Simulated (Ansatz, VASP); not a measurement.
## Zn2SnN3 in VASP and in Ansatz

```xyz
6
Lattice="3.6138 2.0864 3.5654 -3.6138 2.0864 3.5654 0.0000 -4.1728 3.5654" Properties=species:S:1:pos:R:3 pbc="T T T"
Zn    0.0000    0.0000    3.6071
Zn    0.0000    0.0000    7.0893
Sn    0.0000    0.0000    0.0000
N     0.0000    0.0000    8.8501
N     0.0000    0.0000    1.8463
N     0.0000    0.0000    5.3482
```

Alike in both runs: functional PBE; k mesh 6 × 6 × 6; occupations gaussian, width 0.1 eV; no spin polarisation.

Ansatz relaxed the structure, and its values are those at the end. VASP's run is a single point on that final structure, the one shown.

|  | VASP | Ansatz |
| --- | --- | --- |
| version | VASP 6.6.1 | Ansatz 0.2.0 |
| potentials or method | VASP PAW PBE potentials, release 64 (Zn, Sn_d, N_h), cutoff 910 eV | scalar-relativistic, plane waves, PAW |
| valence electrons in the cell | 53 | 53 |

VASP gave:

| Property | Result |
| --- | --- |
| gap on the k mesh at the Fermi level (eV) | none |
| rms of the force components (eV/Å) | 0.096 |

Problem. What did Ansatz give for the same quantities?

Solution. gap on the k mesh at the Fermi level (eV): none; rms of the force components (eV/Å): 0.000.

A gap of «none» marks a metal or a gap that the smearing closes. The functional is the same, so the differences come from potentials, cutoffs and numerics.

Noted on VASP's run: the cutoff is short for stress, so the pressure is rough.
